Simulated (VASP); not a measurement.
# Ge15Rh (F-43m) in VASP: single point with PBEsol+U

Aim: the single point of Ge15Rh with PBEsol+U.

All numbers are computed with VASP 6.6.1; they aren't measurements. Logs are shortened: lines on timing, memory, paths and dates and some standing lists are left out, and cuts for length are marked.

## (1) The cell of the first run

It takes space group F-43m (No. 216, cubic). Conventional cell: a = 11.315 Å, b = 11.315 Å, c = 11.315 Å, α = 90.00°, β = 90.00°, γ = 90.00°. Rh (site symmetry -43m) has 4 Ge at 2.38 Å within 3.1 Å. Within 3.2 Å of Ge (site symmetry 2mm) lie 4 Ge at 2.44 to 2.48 Å. Within 3.2 Å of Ge (site symmetry -43m) lie 4 Ge at 2.46 Å. Ge (site symmetry 3m) has 1 Rh at 2.38 Å and 3 Ge at 2.48 Å within 3.1 Å. Within 3.2 Å of Ge (site symmetry 3m) lie 4 Ge at 2.44 to 2.46 Å.

## (2) Single point, PBEsol+U, collinear spin, ferromagnetic start

File INCAR:

```
SYSTEM = Ge15Rh
PREC = Accurate
ENCUT = 500
EDIFF = 1E-6
ISMEAR = 0
SIGMA = 0.05
LREAL = .FALSE.
LASPH = .TRUE.
NELM = 200
ALGO = Normal
ISIF = 2
LWAVE = .FALSE.
LCHARG = .FALSE.
ISPIN = 2
MAGMOM = 0.3 0.01 0.01 0.01 0.01 0.01 0.01 0 0.03 0.03 0.03 0 0.03 0 0 0
LORBIT = 11
LMAXMIX = 4
LDAU = .TRUE.
LDAUTYPE = 2
LDAUL = 2 -1
LDAUU = 2 0
LDAUJ = 0 0
LDAUPRINT = 1
GGA = PS
NBANDS = 130
GGA_COMPAT = .FALSE.
```

File KPOINTS:

```
Automatic mesh
0
G
  3 3 3
  0 0 0
```

File POSCAR:

```
Ge15Rh
1.0
    0.0000000000      5.6575400000      5.6575400000
    5.6575400000      0.0000000000      5.6575400000
    5.6575400000      5.6575400000      0.0000000000
Rh Ge
1 15
Direct
    1.0000000000      0.0000000000      0.0000000000
    0.9995795012      0.9995795012      0.5004204988
    0.9995795012      0.5004204988      0.9995795012
    0.9995795012      0.5004204988      0.5004204988
    0.5004204988      0.9995795012      0.9995795012
    0.5004204988      0.9995795012      0.5004204988
    0.5004204988      0.5004204988      0.9995795012
    0.5000000000      0.5000000000      0.5000000000
    0.1215931498      0.1215931498      0.1215931498
    0.1215931498      0.1215931498      0.6352205507
    0.1215931498      0.6352205507      0.1215931498
    0.1240160351      0.6253279883      0.6253279883
    0.6352205507      0.1215931498      0.1215931498
    0.6253279883      0.1240160351      0.6253279883
    0.6253279883      0.6253279883      0.1240160351
    0.6253279883      0.6253279883      0.6253279883
```

Potentials or basis: VASP PAW PBE potentials, release 64 (Rh_pv, Ge_d).

On the command line:

```sh
> cat potpaw_PBE.64/Rh_pv/POTCAR potpaw_PBE.64/Ge_d/POTCAR > POTCAR
> mpirun -np 1 vasp_std > vasp.out
```

OUTCAR:

```text
SYSTEM = Ge15Rh
   PREC = Accurate
   ENCUT = 500
   EDIFF = 1E-6
   ISMEAR = 0
   LREAL = .FALSE.
   LASPH = .TRUE.
   NELM = 200
   ISIF = 2
   ISPIN = 2
   LORBIT = 11
   GGA = PS

 ion  position               nearest neighbor table
   1  0.000  0.000  0.000-  10 2.38  11 2.38  13 2.38   9 2.38
   2  1.000  1.000  0.500-  12 2.44  14 2.44   9 2.48  10 2.48
   3  1.000  0.500  1.000-  12 2.44  15 2.44   9 2.48  11 2.48
   4  1.000  0.500  0.500-  12 2.44  16 2.44  10 2.48  11 2.48
   5  0.500  1.000  1.000-  14 2.44  15 2.44   9 2.48  13 2.48
   6  0.500  1.000  0.500-  14 2.44  16 2.44  10 2.48  13 2.48
[... 8 lines left out ...]
  15  0.625  0.625  0.124-   3 2.44   5 2.44   7 2.44   8 2.46
  16  0.625  0.625  0.625-   4 2.44   6 2.44   7 2.44   8 2.46

  LATTYP: Found a face centered cubic cell.
 ALAT       =    11.3150800000

  Lattice vectors:

 A1 = (   0.0000000000,   5.6575400000,   5.6575400000)
 A2 = (   5.6575400000,   0.0000000000,   5.6575400000)
 A3 = (   5.6575400000,   5.6575400000,   0.0000000000)

Analysis of symmetry for initial positions (statically):
=====================================================================
 Subroutine PRICEL returns:
 Original cell was already a primitive cell.

 Routine SETGRP: Setting up the symmetry group for a
 face centered cubic supercell.

 Subroutine GETGRP returns: Found 24 space group operations
 (whereof 24 operations were pure point group operations)
 out of a pool of 48 trial point group operations.

The static configuration has the point symmetry T_d .

Analysis of symmetry for dynamics (positions and initial velocities):
=====================================================================
 Subroutine PRICEL returns:
 Original cell was already a primitive cell.

 Routine SETGRP: Setting up the symmetry group for a
 face centered cubic supercell.

 Subroutine GETGRP returns: Found 24 space group operations
 (whereof 24 operations were pure point group operations)
 out of a pool of 48 trial point group operations.

The dynamic configuration has the point symmetry T_d .

Analysis of structural, dynamic, and magnetic symmetry:
=====================================================================
 Subroutine PRICEL returns:
 Original cell was already a primitive cell.

 Routine SETGRP: Setting up the symmetry group for a
 face centered cubic supercell.

 Subroutine GETGRP returns: Found 24 space group operations
 (whereof 24 operations were pure point group operations)
 out of a pool of 48 trial point group operations.

The overall configuration has the point symmetry T_d .

 Subroutine INISYM returns: Found 24 space group operations
 (whereof 24 operations are pure point group operations),
 and found     1 'primitive' translations

----------------------------------------------------------------------------------------

                                     Primitive cell

  volume of cell :     362.1704

  direct lattice vectors                    reciprocal lattice vectors
     0.000000000  5.657540000  5.657540000    -0.088377634  0.088377634  0.088377634
     5.657540000  0.000000000  5.657540000     0.088377634 -0.088377634  0.088377634
     5.657540000  5.657540000  0.000000000     0.088377634  0.088377634 -0.088377634

  length of vectors
     8.000969798  8.000969798  8.000969798     0.153074553  0.153074553  0.153074553

  position of ions in fractional coordinates (direct lattice)
     0.000000000  0.000000000  0.000000000
     0.999579501  0.999579501  0.500420499
     0.999579501  0.500420499  0.999579501
     0.999579501  0.500420499  0.500420499
     0.500420499  0.999579501  0.999579501
     0.500420499  0.999579501  0.500420499
[... 8 lines left out ...]
     0.625327988  0.625327988  0.124016035
     0.625327988  0.625327988  0.625327988

  ion indices of the primitive-cell ions
   primitive index   ion index
[... 97 lines left out ...]
   LHFCALC =     F    Hartree Fock is set to
   AEXX    =    0.0000 exact exchange contribution
   IVDW    =     0    specifies the selected vdW correction
   LEPSILON=     F    determine dielectric tensor
   LRPA    =     F    only Hartree local field effects (RPA)
 spin polarized calculation
 Gauss-broadening in eV      SIGMA  =   0.05
  energy-cutoff  :      500.00
  volume of cell :      362.17
 maximum number of plane-waves:      9257
 NGX is ok and might be reduce to    60
   NGX = 29   NGY = 29   NGZ = 29

atom =   1  type =  1  l = 2

 onsite density matrix

spin component  1

  0.7463 -0.0000  0.0000 -0.0000 -0.0000
 -0.0000  0.7463  0.0000 -0.0000  0.0000
  0.0000  0.0000  0.8218  0.0000 -0.0000
 -0.0000 -0.0000  0.0000  0.7463 -0.0000
 -0.0000  0.0000 -0.0000 -0.0000  0.8218

spin component  2

  0.6529 -0.0000  0.0000 -0.0000  0.0000
 -0.0000  0.6529  0.0000 -0.0000  0.0000
  0.0000  0.0000  0.8172  0.0000 -0.0000
 -0.0000 -0.0000  0.0000  0.6529 -0.0000
  0.0000  0.0000 -0.0000 -0.0000  0.8172

 occupancies and eigenvectors

  o =  0.6529  v =  0.0000  0.0000  0.0000  0.0000  0.0000  1.0000  0.0000  0.0000  0.0000  0.0000      0.0000  0.0000  0.0000  0.0000  0.0000  0.0000  0.0000  0.0000  0.0000  0.0000
  o =  0.6529  v =  0.0000  0.0000  0.0000  0.0000  0.0000  0.0000 -0.6410  0.0000 -0.7676 -0.0000      0.0000  0.0000  0.0000  0.0000  0.0000  0.0000  0.0000  0.0000  0.0000  0.0000
  o =  0.6529  v =  0.0000  0.0000  0.0000  0.0000  0.0000  0.0000 -0.7676  0.0000  0.6410  0.0000      0.0000  0.0000  0.0000  0.0000  0.0000  0.0000  0.0000  0.0000  0.0000  0.0000
  o =  0.7463  v =  0.0000  0.4888 -0.0000 -0.8724  0.0000  0.0000  0.0000  0.0000  0.0000  0.0000      0.0000  0.0000  0.0000  0.0000  0.0000  0.0000  0.0000  0.0000  0.0000  0.0000
  o =  0.7463  v =  0.0000 -0.8724 -0.0000 -0.4888  0.0000  0.0000  0.0000  0.0000  0.0000  0.0000      0.0000  0.0000  0.0000  0.0000  0.0000  0.0000  0.0000  0.0000  0.0000  0.0000
  o =  0.7463  v =  1.0000  0.0000  0.0000  0.0000  0.0000  0.0000  0.0000  0.0000  0.0000  0.0000      0.0000  0.0000  0.0000  0.0000  0.0000  0.0000  0.0000  0.0000  0.0000  0.0000
  o =  0.8172  v =  0.0000  0.0000  0.0000  0.0000  0.0000  0.0000  0.0000 -0.0001 -0.0000  1.0000      0.0000  0.0000  0.0000  0.0000  0.0000  0.0000  0.0000  0.0000  0.0000  0.0000
  o =  0.8172  v =  0.0000  0.0000  0.0000  0.0000  0.0000  0.0000  0.0000  1.0000  0.0000  0.0001      0.0000  0.0000  0.0000  0.0000  0.0000  0.0000  0.0000  0.0000  0.0000  0.0000
  o =  0.8218  v =  0.0000  0.0000 -1.0000  0.0000  0.0001  0.0000  0.0000  0.0000  0.0000  0.0000      0.0000  0.0000  0.0000  0.0000  0.0000  0.0000  0.0000  0.0000  0.0000  0.0000
  o =  0.8218  v =  0.0000 -0.0000  0.0001  0.0000  1.0000  0.0000  0.0000  0.0000  0.0000  0.0000      0.0000  0.0000  0.0000  0.0000  0.0000  0.0000  0.0000  0.0000  0.0000  0.0000

 number of electron     225.0000094 magnetization       0.8815505

 Free energy of the ion-electron system (eV)
  ---------------------------------------------------
  ext. energy  EPLUGINS =         0.00000000
  ---------------------------------------------------
  free energy    TOTEN  =       -79.30763131 eV

  energy without entropy =      -79.29976434  energy(sigma->0) =      -79.30369782

 E-fermi :   4.3515     XC(G=0): -10.1805

 val. band max:        4.3504436070   @ k =   0.0000   0.0000   0.0000
 cond. band min:       4.3657985607   @ k =   0.3333   0.0000   0.0000
 fundamental gap:      0.0153549537
 Fermi energy:         4.3515130130

 spin component 1

 k-point     1 :       0.0000    0.0000    0.0000
  band No.  band energies     occupation
      1     -41.3269      1.00000
      2     -41.3269      1.00000
      3     -41.3269      1.00000
      4     -19.9272      1.00000
      5     -19.9272      1.00000
      6     -19.9272      1.00000
[... 497 lines left out ...]
    123       8.0331      0.00000
    124       8.0827      0.00000
 Fermi energy:         4.3515130130

 spin component 2

 k-point     1 :       0.0000    0.0000    0.0000
  band No.  band energies     occupation
      1     -41.0958      1.00000
      2     -41.0958      1.00000
      3     -41.0958      1.00000
      4     -19.9245      1.00000
      5     -19.9245      1.00000
      6     -19.9245      1.00000
[... 497 lines left out ...]
    123       8.0627      0.00000
    124       8.1128      0.00000
 [bands above 124 left out]

------------------------ aborting loop because EDIFF is reached ----------------------------------------

  FORCE on cell =-STRESS in cart. coord.  units (eV):
  Direction    XX          YY          ZZ          XY          YZ          ZX
  --------------------------------------------------------------------------------------
  -------------------------------------------------------------------------------------
  Total       -1.0240478     -1.0240478     -1.0240478     -0.0000000     -0.0000000      0.0000000
  in kB       -4.5302055     -4.5302055     -4.5302055     -0.0000000     -0.0000000      0.0000000
  external PRESSURE =      -4.5302055 kB  Pullay stress =       0.0000000 kB

 VOLUME and BASIS-vectors are now :
 -----------------------------------------------------------------------------
  energy-cutoff  :      500.00
  volume of cell :      362.17
      direct lattice vectors                 reciprocal lattice vectors
     0.000000000  5.657540000  5.657540000    -0.088377634  0.088377634  0.088377634
     5.657540000  0.000000000  5.657540000     0.088377634 -0.088377634  0.088377634
     5.657540000  5.657540000  0.000000000     0.088377634  0.088377634 -0.088377634

 POSITION                                       TOTAL-FORCE (eV/Angst)
 -----------------------------------------------------------------------------------
      0.00000      0.00000      0.00000         0.000000      0.000000     -0.000000
      8.48631      8.48631     11.31032         0.000000      0.000000      0.002690
      8.48631     11.31032      8.48631         0.000000      0.002690     -0.000000
      5.66230      8.48631      8.48631        -0.002690      0.000000     -0.000000
     11.31032      8.48631      8.48631         0.002690      0.000000     -0.000000
      8.48631      5.66230      8.48631         0.000000     -0.002690     -0.000000
[... 8 lines left out ...]
      4.23944      4.23944      7.07564         0.007877      0.007877     -0.007877
      7.07564      7.07564      7.07564        -0.007877     -0.007877     -0.007877
 -----------------------------------------------------------------------------------
    total drift:                               -0.000002     -0.000002     -0.000002

  FREE ENERGIE OF THE ION-ELECTRON SYSTEM (eV)
  ---------------------------------------------------
  free  energy   TOTEN  =       -79.3076313078 eV

  energy  without entropy=      -79.2997643421  energy(sigma->0) =      -79.30369782

 total charge

# of ion       s       p       d       tot
------------------------------------------
    1        0.418   6.176   7.422  14.016
    2        1.137   1.236  10.022  12.395
    3        1.137   1.236  10.022  12.395
    4        1.137   1.236  10.022  12.395
    5        1.137   1.236  10.022  12.395
    6        1.137   1.236  10.022  12.395
[... 8 lines left out ...]
   15        1.123   1.266  10.023  12.413
   16        1.123   1.266  10.023  12.413
--------------------------------------------------
tot         17.447  24.694 157.825 199.966

 magnetization (x)

# of ion       s       p       d       tot
------------------------------------------
    1        0.015   0.032   0.288   0.335
    2        0.007   0.005   0.002   0.014
    3        0.007   0.005   0.002   0.014
    4        0.007   0.005   0.002   0.014
    5        0.007   0.005   0.002   0.014
    6        0.007   0.005   0.002   0.014
[... 8 lines left out ...]
   15        0.001   0.001   0.000   0.002
   16        0.001   0.001   0.000   0.002
--------------------------------------------------
tot          0.113   0.143   0.313   0.569
```

It took 24 min on 1 thread of Intel Xeon 8259CL, shared host; peak memory 0.8 GiB.

Results:

| Property | Result |
| --- | --- |
| Free energy | -79.3076 eV |
| Pressure | -0.5 GPa |
| Largest force | 0.069 eV/Å |
| Net moment | 0.88 μB per cell |
| Site moments | Rh +0.34; Ge +0.01, +0.00, +0.04 (each value once) μB |
| Valence electrons inside the program's atomic spheres | Rh 14.02; Ge 12.39, 12.40, 12.38, 12.41 (each value once) |

Forces in eV/Å, atoms in the order of the input:
```
Rh   0.000  0.000  0.000
Ge   0.000  0.000  0.003
Ge   0.000  0.003  0.000
Ge  -0.003  0.000  0.000
Ge   0.003  0.000  0.000
Ge   0.000 -0.003  0.000
Ge   0.000  0.000 -0.003
Ge   0.000  0.000  0.000
Ge  -0.040 -0.040 -0.040
Ge   0.040  0.040 -0.040
Ge   0.040 -0.040  0.040
Ge  -0.008  0.008  0.008
Ge  -0.040  0.040  0.040
Ge   0.008 -0.008  0.008
Ge   0.008  0.008 -0.008
Ge  -0.008 -0.008 -0.008
```

Levels at points of the mesh, in eV from the Fermi level:
Spin up:
| k point | band 110 | band 111 | band 112 | band 113 | band 114 | band 115 | band 116 | band 117 |
| --- | --- | --- | --- | --- | --- | --- | --- | --- |
| (0.00, 0.00, 0.00) | -0.03 | -0.03 | -0.03 | 0.59 | 0.82 | 0.82 | 0.82 | 1.09 |
Spin down:
```csv
k point,band 109,band 110,band 111,band 112,band 113,band 114,band 115,band 116
"(0.00, 0.00, 0.00)",-0.60,0.00,0.00,0.00,0.60,0.85,0.85,0.85
```

Eigenvalues of the final occupation matrices:
| site | spin | trace | eigenvalues |
| --- | --- | --- | --- |
| site 1 d | 1 | 3.88 | 0.75 0.75 0.75 0.82 0.82 |
| site 1 d | 2 | 3.59 | 0.65 0.65 0.65 0.82 0.82 |

Caveat: a moment this small can come from the mesh or the smearing; the PAW data sets were made with another functional, which shifts forces and pressure a little; the U is typed as a test and isn't derived for this compound. The state reached can hang on the start; a lower one may exist.
